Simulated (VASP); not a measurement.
# Pt: single point with LDA

Pt:

```
Pt
1.0
     2.70829    0.00000    0.00000
    -1.35415    2.34545    0.00000
     0.00000    0.00000    9.35302
Pt
4
Cartesian
  1.3021 0.8338 3.5074
  1.3021 0.8338 8.1839
  0.0520 1.5116 1.1691
  0.0520 1.5116 5.8456
```

This cell differs from its parent crystal: mode 1 frozen in at -0.052 Å and mode 2 at +0.052 Å (largest displacements).

```json
{"Program": "VASP 6.6.1", "Task": "single point", "Functional": "LDA", "Potentials or basis": "VASP PAW LDA potentials, release 64 (Pt)", "Cutoff": "520 eV", "k mesh": "18 × 18 × 6", "Occupations": "gaussian, width 0.15 eV", "Spin": "no spin polarisation", "Dipole correction": "no", "Further INCAR settings": "ALGO = Fast; EDIFF = 1e-06; NBANDS = 28"}
```

- Pressure: 1.2 GPa
- Largest force: 0.073 eV/Å
- Band gap on the k mesh: zero (band 20 reaches 12.02 eV, above the bottom of band 21 at 10.57 eV)

Forces in eV/Å, atoms in the order of the input:
```
Pt   0.073  0.003  0.000
Pt   0.073  0.003  0.000
Pt  -0.073 -0.003  0.000
Pt  -0.073 -0.003  0.000
```

Stress tensor (GPa, compression positive):
```
 1.48 -0.78  0.00
-0.78  0.72  0.00
 0.00  0.00  1.28
```

Levels at points of the mesh, in eV from the Fermi level:
| k point | band 18 | band 19 | band 20 | band 21 | band 22 | band 23 |
| --- | --- | --- | --- | --- | --- | --- |
| (0.00, 0.00, 0.00) | -0.99 | -0.99 | -0.96 | -0.79 | -0.79 | -0.57 |
| (0.50, 0.00, 0.00) | 0.44 | 0.44 | 0.51 | 1.80 | 1.80 | 2.28 |
| (0.00, 0.50, 0.00) | 0.45 | 0.45 | 0.48 | 2.00 | 2.00 | 2.12 |
| (0.50, 0.50, 0.00) | 0.43 | 0.43 | 0.61 | 1.25 | 1.25 | 2.72 |
| (0.00, 0.00, 0.50) | -1.87 | -1.34 | -1.34 | -0.56 | -0.56 | -0.25 |
| (0.50, 0.00, 0.50) | 0.38 | 0.50 | 0.50 | 1.23 | 1.23 | 3.49 |
| (0.00, 0.50, 0.50) | 0.41 | 0.47 | 0.47 | 1.03 | 1.03 | 3.65 |
| (0.50, 0.50, 0.50) | 0.31 | 0.56 | 0.56 | 1.78 | 1.78 | 3.05 |

Wall time 8.3 min on 1 thread of Intel(R) Xeon(R) 6975P-C (Granite Rapids), on a shared host, peak memory 0.79 GiB.

Caveat: the cell differs from its parent crystal (mode 1 frozen in at -0.052 Å and mode 2 at +0.052 Å (largest displacements)); spin-orbit coupling is left out, which moves the levels of the heavy elements.
